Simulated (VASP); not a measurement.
The system is CdSe.

```xyz
2
Lattice="-2.1999 2.1999 3.0770 2.1999 -2.1999 3.0770 2.1999 2.1999 -3.0770" Properties=species:S:1:pos:R:3 pbc="T T T"
Cd    0.0000    0.0000    0.0000
Se    2.1999    0.0000    1.5385
```

* Program: VASP 6.6.1
* Task: relaxation of cell and atoms
* Functional: PBEsol
* Potentials or basis: VASP PAW PBE potentials, release 64 (Cd, Se)
* Cutoff: 500 eV
* k mesh: 12 × 12 × 12
* Occupations: gaussian, width 0.02 eV
* Spin: no spin polarisation

At the start: pressure -2.4 GPa; volume 29.78 Å³/atom.

Task: How do energy, volume and symmetry change on relaxing?

Result: Over 6 steps the energy falls by 11.6 meV/atom and the volume is 28.32 Å³/atom (-4.9 %); space group F-43m (No. 216, to 0.1 Å) before and after.

The path:
| step | energy change (eV) | largest force (eV/Å) | pressure (GPa) | volume (Å³) |
| --- | --- | --- | --- | --- |
| 1 | 0.0000 | 0.0000 | -2.36 | 59.56 |
| 2 | -0.0214 | 0.0000 | 0.70 | 55.86 |
| 3 | -0.0230 | 0.0000 | 0.01 | 56.59 |
| 4 | -0.0230 | 0.0000 | -0.04 | 56.65 |
| 5 | -0.0230 | 0.0000 | -0.04 | 56.65 |
| 6 | -0.0231 | 0.0000 | -0.03 | 56.65 |

Final structure:
```xyz
2
Lattice="-2.1585 2.1585 3.0397 2.1585 -2.1585 3.0397 2.1585 2.1585 -3.0397" Properties=species:S:1:pos:R:3 pbc="T T T"
Cd    0.0000    4.3170    0.0000
Se    2.1585    0.0000    1.5198
```

Caveat: the PAW data sets were made with another functional, which shifts forces and pressure a little.
